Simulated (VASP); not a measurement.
Here is a VASP 6.6.1 calculation.

INCAR

```
SYSTEM = Re
  PREC = Accurate
  ENCUT = 520
  EDIFF = 1E-6
  ISMEAR = -1
  SIGMA = 0.05
  LREAL = .False.
  LASPH = .True.
  NELM = 80
  ALGO = Normal
  ISIF = 2
  LWAVE = .False.
  LCHARG = .False.
  GGA = PS
  NBANDS = 14
```

KPOINTS

```
regular mesh
0
Gamma
  11 11 6
  0 0 0
```

The input POSCAR:

```
Re
1.0
    2.7608000000      0.0000000000      0.0000000000
   -1.3804000000      2.3909229348      0.0000000000
    0.0000000000      0.0000000000      4.4582000000
Re
2
Direct
    0.6666666667      0.3333333333      0.7500000000
    0.3333333333      0.6666666667      0.2500000000
```

Potentials or basis: VASP PAW PBE potentials, release 64 (Re).

The run is started by

```console
$ cat potpaw_PBE.64/Re/POTCAR > POTCAR
$ mpirun -np 1 vasp_std > vasp.out
```

Q: What does it give for the pressure?

A: -4.3 GPa.

Q: Estimate the band gap on the k mesh.

A: Zero (band 7 reaches 9.06 eV, above the bottom of band 8 at 6.00 eV).

Caveat: the PAW data sets were made with another functional, which shifts forces and pressure a little; spin-orbit coupling is left out, which moves the levels of the heavy elements.
